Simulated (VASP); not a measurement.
# Tl (P6_3/mmc) in VASP: further runs, part 2 of 2

VASP 6.6.1.

## Step 4: Relaxation of cell and atoms, PBEsol, target pressure 4 GPa, at which the enthalpy is minimised

File INCAR:

```
SYSTEM = Tl
PREC = Accurate
ENCUT = 600
EDIFF = 1E-6
ISMEAR = -1
SIGMA = 0.1
LREAL = .False.
LASPH = .True.
NELM = 80
ALGO = Normal
ISIF = 3
LWAVE = .False.
LCHARG = .False.
GGA = PS
IBRION = 2
NSW = 100
EDIFFG = -0.002
PSTRESS = 40.0
```

File KPOINTS:

```
regular mesh
0
Gamma
  16 16 10
  0 0 0
```

File POSCAR:

```
Tl
1.0
    3.4679873162      0.0000000000      0.0000000000
   -1.7339936581      3.0033651158      0.0000000000
    0.0000000000      0.0000000000      5.4929975338
Tl
2
Direct
    0.3333333333      0.6666666667      0.2500000000
    0.6666666667      0.3333333333      0.7500000000
```

The run is started by

```console
$ cat potpaw_PBE.64/Tl_d/POTCAR > POTCAR
$ mpirun -np 1 vasp_std > vasp.out
```

Wall time 15 min (1 thread of Oxide Virtual Turin-like, shared host); peak memory 0.3 GiB.

Results (log left out):

```
Free energy                                            : -5.2228 eV
Relaxed volume                                         : 26.22 Å³/atom
Relaxed cell                                           : a = 3.359 Å, b = 3.359 Å, c = 5.367 Å, α = 90.00°, β = 90.00°, γ = 120.00°
Space group after relaxing (to 0.05 Å)                 : P6_3/mmc (No. 194)
Energy change on relaxing (the enthalpy is what falls) : +27.5 meV/atom
Ionic steps                                            : 16
Pressure after relaxing                                : 4.0 GPa
Band gap on the k mesh                                 : zero (band 13 reaches 11.19 eV, above the bottom of band 14 at 4.74 eV)
```

Step by step:
```tsv
step	energy change (eV)	largest force (eV/Å)	pressure (GPa)	volume (Å³)
1	0.0000	0.0000	0.00	57.21
2	0.0819	0.0000	5.14	51.51
3	0.0540	0.0000	4.00	52.49
4	0.0563	0.0000	4.10	52.40
5	0.0564	0.0000	4.11	52.38
6	0.0566	0.0000	4.11	52.37
7	0.0572	0.0000	4.12	52.34
8	0.0569	0.0000	4.11	52.36
9	0.0570	0.0000	4.11	52.35
10	0.0526	0.0000	3.92	52.53
11	0.0542	0.0000	4.01	52.46
12	0.0540	0.0000	3.99	52.47
13	0.0541	0.0000	3.96	52.47
14	0.0542	0.0000	3.99	52.46
15	0.0544	0.0000	3.99	52.45
16	0.0549	0.0000	4.00	52.43
```

Final structure:
```cif
data_structure
_symmetry_space_group_name_H-M 'P 1'
_symmetry_Int_Tables_number 1
_cell_length_a 3.3589
_cell_length_b 3.3589
_cell_length_c 5.3666
_cell_angle_alpha 90.000
_cell_angle_beta 90.000
_cell_angle_gamma 120.000
_cell_volume 52.43
loop_
_atom_site_label
_atom_site_type_symbol
_atom_site_fract_x
_atom_site_fract_y
_atom_site_fract_z
_atom_site_occupancy
Tl1 Tl 0.33333 0.66667 0.25000 1
Tl2 Tl 0.66667 0.33333 0.75000 1
```

Levels at points of the mesh, in eV from the Fermi level:
| k point | band 11 | band 12 | band 13 | band 14 | band 15 | band 16 |
| --- | --- | --- | --- | --- | --- | --- |
| (0.00, 0.00, 0.00) | -10.71 | -5.08 | -3.26 | 8.54 | 8.54 | 10.42 |
| (0.50, 0.00, 0.00) | -5.89 | -4.88 | -0.58 | 0.47 | 1.32 | 3.98 |
| (0.00, 0.00, 0.50) | -9.13 | -9.13 | 3.64 | 3.64 | 9.58 | 9.58 |
| (0.50, 0.00, 0.50) | -4.69 | -4.69 | -2.62 | -2.62 | 5.86 | 5.86 |

Caveat: the cell is relaxed towards a set pressure, so the enthalpy falls and the energy may rise; the PAW data sets were made with another functional, which shifts forces and pressure a little; spin-orbit coupling is left out, which moves the levels of the heavy elements.

## Step 5: Relaxation of cell and atoms, PBEsol, target pressure 7 GPa, at which the enthalpy is minimised

File INCAR:

```
SYSTEM = Tl
ALGO     = Normal         ! electronic algorithm
EDIFF    = 1E-6           ! SCF threshold, eV
EDIFFG   = -0.002         ! ionic threshold
ENCUT    = 600            ! plane-wave cutoff, eV
GGA      = PS             ! functional
IBRION   = 2              ! ionic algorithm
ISIF     = 3              ! what is computed and relaxed
ISMEAR   = -1             ! smearing method
LASPH    = .TRUE.         ! aspherical terms in the spheres
LCHARG   = .FALSE.        ! write CHGCAR
LREAL    = .FALSE.        ! projectors in reciprocal space
LWAVE    = .FALSE.        ! write WAVECAR
NELM     = 100            ! most SCF steps
NSW      = 100            ! ionic steps
PREC     = Accurate       ! precision mode
PSTRESS  = 70.0         
SIGMA    = 0.1            ! smearing width, eV
```

File KPOINTS:

```
k-points
0
G
  16 16 10
  0 0 0
```

POSCAR is that of step 4.

The run is started by

```console
$ cat potpaw_PBE.64/Tl_d/POTCAR > POTCAR
$ mpirun -np 1 vasp_std > vasp.out
```

Wall time 14 min (1 thread of Oxide Virtual Turin-like, shared host); peak memory 0.3 GiB.

It converged, with:

```
Free energy                                            : -5.1417 eV
Relaxed volume                                         : 25.02 Å³/atom
Relaxed cell                                           : a = 3.303 Å, b = 3.303 Å, c = 5.298 Å, α = 90.00°, β = 90.00°, γ = 120.00°
Space group after relaxing (to 0.05 Å)                 : P6_3/mmc (No. 194)
Energy change on relaxing (the enthalpy is what falls) : +68.0 meV/atom
Ionic steps                                            : 11
Pressure after relaxing                                : 7.0 GPa
Band gap on the k mesh                                 : zero (band 13 reaches 11.90 eV, above the bottom of band 14 at 5.13 eV)
```

The path:
| step | energy change (eV) | largest force (eV/Å) | pressure (GPa) | volume (Å³) |
| --- | --- | --- | --- | --- |
| 1 | 0.0000 | 0.0000 | 0.00 | 57.21 |
| 2 | 0.2826 | 0.0000 | 11.33 | 47.48 |
| 3 | 0.1350 | 0.0000 | 6.95 | 50.10 |
| 4 | 0.1410 | 0.0000 | 7.18 | 49.96 |
| 5 | 0.1316 | 0.0000 | 6.85 | 50.16 |
| 6 | 0.1290 | 0.0000 | 6.76 | 50.22 |
| 7 | 0.1373 | 0.0000 | 7.06 | 50.02 |
| 8 | 0.1368 | 0.0000 | 7.04 | 50.03 |
| 9 | 0.1370 | 0.0000 | 7.04 | 50.03 |
| 10 | 0.1359 | 0.0000 | 6.98 | 50.05 |
| 11 | 0.1361 | 0.0000 | 6.99 | 50.05 |

Final structure:
```yaml
crystal:
  lattice:
    - [3.30255, 0.00000, 0.00000]
    - [-1.65127, 2.86009, 0.00000]
    - [0.00000, 0.00000, 5.29843]
  atoms:
    - { symbol: Tl, position: [0.33333, 0.66667, 0.25000] }
    - { symbol: Tl, position: [0.66667, 0.33333, 0.75000] }
```

Levels at points of the mesh, in eV from the Fermi level:
```
           k point  band 10  band 11  band 12  band 13  band 14  band 15  band 16  band 17
(0.00, 0.00, 0.00)   -11.10   -11.09    -5.10    -3.50     8.91     8.91    10.51    11.28
(0.50, 0.00, 0.00)   -11.03    -5.93    -4.99    -0.52     0.42     1.31     4.09     4.10
(0.00, 0.00, 0.50)   -11.25    -9.43    -9.43     3.73     3.73     9.98     9.98     9.98
(0.50, 0.00, 0.50)   -11.05    -4.66    -4.66    -2.79    -2.79     6.05     6.05     6.79
```

Caveat: the cell is relaxed towards a set pressure, so the enthalpy falls and the energy may rise; the PAW data sets were made with another functional, which shifts forces and pressure a little; spin-orbit coupling is left out, which moves the levels of the heavy elements.

## Step 6: The runs side by side

```tsv
task	cell	cutoff (eV)	gap on the mesh (eV)	pressure (GPa)
single point	a = 3.468, b = 3.468, c = 5.493 Å, angles 90.0, 90.0, 120.0°, 2 atoms	520	none	-0.1
relaxation of cell and atoms	relaxed from a = 3.456, b = 3.456, c = 5.525 Å, angles 90.0, 90.0, 120.0°, 2 atoms	600	none	0.0
relaxation of cell and atoms	relaxed to 4 GPa from a = 3.468, b = 3.468, c = 5.493 Å, angles 90.0, 90.0, 120.0°, 2 atoms	600	none	4.0
relaxation of cell and atoms	relaxed to 7 GPa from a = 3.468, b = 3.468, c = 5.493 Å, angles 90.0, 90.0, 120.0°, 2 atoms	600	none	7.0
```

Alike in all rows: level PBEsol; potentials or basis VASP PAW PBE potentials, release 64 (Tl_d); no spin polarisation; k mesh 16 × 16 × 10; smearing fermi-dirac 0.1 eV.

Caveats: the PAW data sets were made with another functional, which shifts forces and pressure a little; spin-orbit coupling is left out, which moves the levels of the heavy elements; the cell is relaxed towards a set pressure, so the enthalpy falls and the energy may rise (some runs).

Total energies depend on the potentials used, so only differences within one code and one set of settings carry meaning.
